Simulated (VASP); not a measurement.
Input of a VASP 6.6.1 run:

Contents of INCAR:

```
  ALGO = Normal
  EDIFF = 1E-6
  ENCUT = 520
  GGA = PS
  ISIF = 2
  ISMEAR = 0
  LASPH = True
  LCHARG = False
  LREAL = False
  LWAVE = False
  NBANDS = 12
  NELM = 60
  PREC = Accurate
  SIGMA = 0.05
```

KPOINTS

```
k-points
0
Gamma
  20 20 20
```

The input POSCAR:

```
Cu
1.0
    0.0000000000      1.8050000000      1.8050000000
    1.8050000000      0.0000000000      1.8050000000
    1.8050000000      1.8050000000      0.0000000000
Cu
1
Direct
    0.0000000000      0.0000000000      0.0000000000
```

Potentials or basis: VASP PAW PBE potentials, release 64 (Cu).

Command:

```console
$ cat potpaw_PBE.64/Cu/POTCAR > POTCAR
$ mpirun -np 1 vasp_std > vasp.out
```

What does it give for the pressure?

-5.2 GPa.

Caveat: the PAW data sets were made with another functional, which shifts forces and pressure a little.
